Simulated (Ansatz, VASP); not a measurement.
InAs: VASP beside Ansatz

File INCAR:

```
PREC = Accurate
ENCUT = 520
EDIFF = 1E-6
ISMEAR = 0
SIGMA = 0.15
LREAL = False
LASPH = True
NELM = 100
ALGO = Normal
ISIF = 2
LWAVE = False
LCHARG = True
GGA = PS
LELF = True
LVHAR = True
NBANDS = 16
```

File KPOINTS:

```
Automatic mesh
0
Gamma
  18 18 18
```

Contents of POSCAR:

```
InAs
1.0
    0.0000000000      2.8264640422      3.0525811656
    2.8264640422      0.0000000000      3.0525811656
    2.8264640422      2.8264640422      0.0000000000
In As
1 1
Direct
    0.5000000000      0.5000000000      0.5000000000
    0.0000000000      0.0000000000      0.0000000000
```

Input for Ansatz:

```yaml
crystal:
  lattice:
    - [0.0, 2.8264640422, 3.0525811656]
    - [2.8264640422, 0.0, 3.0525811656]
    - [2.8264640422, 2.8264640422, 0.0]
  atoms:
    - { symbol: In, position: [0.5, 0.5, 0.5] }
    - { symbol: As, position: [0.0, 0.0, 0.0] }
basis:
  ecutwfc: 420
kpoints:
  mp_grid: { grid: [18, 18, 18] }
hamiltonian:
  xc: pbesol
scf:
  occupations: { method: gaussian, width: 0.15 }
output:
  forces: true
  stress: true
  eigenvalues: true
```

Change from the starting cell: strain +0.000 along x and y, +0.080 along z, atoms carried along.

Alike in both runs: task single point; functional PBEsol; k mesh 18 × 18 × 18; occupations gaussian, width 0.15 eV; no spin polarisation.

|  | VASP | Ansatz |
| --- | --- | --- |
| version | VASP 6.6.1 | Ansatz 0.2.0 |
| potentials or method | VASP PAW PBE potentials, release 64 (In_d, As), cutoff 520 eV | scalar-relativistic, plane waves, PAW |
| valence electrons in the cell | 18 | 28 |

Ansatz gave:

* gap on the k mesh at the Fermi level (eV): none
* pressure (GPa): -3.9
* traceless stress, the component that is largest in VASP (GPa): -3.23

Task: Estimate VASP's values.

Result: gap on the k mesh at the Fermi level (eV): none; pressure (GPa): -3.8; traceless stress, the component that is largest in VASP (GPa): -3.26.

VASP's potentials were made for PBE, not for PBEsol. A gap of «none» marks a metal or a gap that the smearing closes. VASP's potentials hold 18 valence electrons a cell and Ansatz's 28, so a difference there can come from the potentials and not from the codes.
